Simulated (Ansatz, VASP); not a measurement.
**Two plane-wave programs on AgCl**

The input INCAR:

```
SYSTEM = AgCl
ALGO = Normal
EDIFF = 1E-6
ENCUT = 520
GGA = PE
ISIF = 2
ISMEAR = 0
LASPH = .TRUE.
LCHARG = .FALSE.
LREAL = .FALSE.
LWAVE = .FALSE.
NBANDS = 16
NELM = 80
PREC = Accurate
SIGMA = 0.02
```

KPOINTS

```
k-points
0
G
  8 8 8
  0 0 0
```

File POSCAR:

```
AgCl
1.0
    0.0000000000      2.6785578535      2.6785578535
    2.6785578535      0.0000000000      2.6785578535
    2.6785578535      2.6785578535      0.0000000000
Ag Cl
1 1
Direct
    0.5000000000      0.5000000000      0.5000000000
    0.0000000000      0.0000000000      0.0000000000
```

Input for Ansatz:

```yaml
crystal:
  lattice:
    - [0.0, 2.6785578535, 2.6785578535]
    - [2.6785578535, 0.0, 2.6785578535]
    - [2.6785578535, 2.6785578535, 0.0]
  atoms:
    - { symbol: Ag, position: [0.5, 0.5, 0.5] }
    - { symbol: Cl, position: [0.0, 0.0, 0.0] }
basis:
  ecutwfc: 420
kpoints:
  mp_grid: { grid: [8, 8, 8] }
hamiltonian:
  xc: pbe
scf:
  occupations: { method: gaussian, width: 0.02 }
output:
  forces: true
  stress: true
  eigenvalues: true
```

Alike in both runs: task single point; functional PBE; k mesh 8 × 8 × 8; occupations gaussian, width 0.02 eV; no spin polarisation.

|  | VASP | Ansatz |
| --- | --- | --- |
| version | VASP 6.6.1 | Ansatz 0.2.0 |
| potentials or method | VASP PAW PBE potentials, release 64 (Ag, Cl), cutoff 520 eV | scalar-relativistic, plane waves, PAW |
| valence electrons in the cell | 18 | 26 |

|  | VASP | Ansatz | Ansatz less VASP |
| --- | --- | --- | --- |
| gap on the k mesh at the Fermi level (eV) | 0.91 | 0.91 | +0.003 |
| least direct gap on the mesh (eV) | 3.56 | 3.56 | +0.002 |
| pressure (GPa) | 8.2 | 8.4 | +0.17 |

VASP's potentials hold 18 valence electrons a cell and Ansatz's 26, so a difference there can come from the potentials and not from the codes.
